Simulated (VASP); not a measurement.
Write the native input for VASP 6.6.1 that does the following.

```yaml
Task: relaxation of cell and atoms
Functional: PBE
Potentials_or_basis: VASP PAW PBE potentials, release 64 (Ta_pv, Rh_pv)
Cutoff: 600 eV
k_mesh: 10 × 10 × 10
Occupations: gaussian, width 0.1 eV
Spin: no spin polarisation
Dipole_correction: no
Further_INCAR_settings: ALGO = Fast; EDIFF = 1e-07; IBRION = 2; EDIFFG = -0.01; NSW = 100; ISIF = 3
```

The structure of Ta4Rh lies in POSCAR:

```
Ta4Rh
1.0
   -2.9750679743      2.9750679743      2.9750679743
    2.9750679743     -2.9750679743      2.9750679743
    2.9750679743      2.9750679743     -2.9750679743
Ta Rh
4 1
Direct
    0.0000000000      0.0000000000      0.5000000000
    0.0000000000      0.5000000000      0.0000000000
    0.5000000000      0.0000000000      0.0000000000
    0.5000000000      0.5000000000      0.5000000000
    0.0000000000      0.0000000000      0.0000000000
```

The cell was built from a structure type or drawn by symmetry, and may not be a known phase.

The input as run:

INCAR

```
ALGO = Fast ; EDIFF = 1E-7
EDIFFG = -0.01 ; ENCUT = 600
GGA = PE ; IBRION = 2
ISIF = 3 ; ISMEAR = 0
LASPH = T ; LCHARG = F
LREAL = F ; LWAVE = F
NELM = 60 ; NSW = 100
PREC = Accurate ; SIGMA = 0.1
```

KPOINTS

```
k-points
0
Gamma
  10 10 10
```

Potentials or basis: VASP PAW PBE potentials, release 64 (Ta_pv, Rh_pv).

The run is started by

```bash
$ cat potpaw_PBE.64/Ta_pv/POTCAR potpaw_PBE.64/Rh_pv/POTCAR > POTCAR
$ mpirun -np 1 vasp_std > vasp.out
```

Results of the run:

```json
{"Relaxed volume": "21.12 Å³/atom", "Relaxed cell": "a = 5.157 Å, b = 5.157 Å, c = 5.157 Å, α = 109.47°, β = 109.47°, γ = 109.47°", "Space group after relaxing (to 0.1 Å)": "Im-3m (No. 229)", "Energy gained by relaxing": "0.1 meV/atom", "Ionic steps": "3", "Pressure after relaxing": "0.0 GPa", "Band gap on the k mesh": "zero (an odd number of electrons rules out a gap without spin polarisation)"}
```

Caveat: spin-orbit coupling is left out, which moves the levels of the heavy elements.

It took 17 min on 1 thread of Intel(R) Xeon(R) Platinum 8259CL CPU @ 2.50GHz (Skylake/Cascade Lake), with other jobs on the host, peak memory 0.38 GiB.
